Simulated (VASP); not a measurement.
Here is a VASP 6.6.1 calculation.

File INCAR:

```
PREC = Accurate ; ENCUT = 520
EDIFF = 1E-7 ; ISMEAR = -1
SIGMA = 0.1 ; LREAL = False
LASPH = True ; NELM = 60
ALGO = Normal ; ISIF = 2
LWAVE = False ; LCHARG = False
GGA = PE ; NBANDS = 21
```

File KPOINTS:

```
Automatic mesh
0
Gamma
  12 12 12
```

The input POSCAR:

```
W
1.0
    0.0000000000      2.7620531474      2.7620531474
    2.7620531474      0.0000000000      2.7620531474
    2.7620531474      2.7620531474      0.0000000000
W
2
Direct
   -0.1250000000     -0.1250000000     -0.1250000000
    0.1250000000      0.1250000000      0.1250000000
```

Potentials or basis: VASP PAW PBE potentials, release 64 (W_sv).

Launch:

```sh
$ cat potpaw_PBE.64/W_sv/POTCAR > POTCAR
$ mpirun -np 1 vasp_std > vasp.out
```

(1) Predict the band gap on the k mesh.

(2) What does it give for the pressure?

## Answers

(1) zero (bands 14 and 15 overlap by 0.91 eV).

(2) 28.0 GPa.

Caveat: the cell stands under pressure; spin-orbit coupling is left out, which moves the levels of the heavy elements.
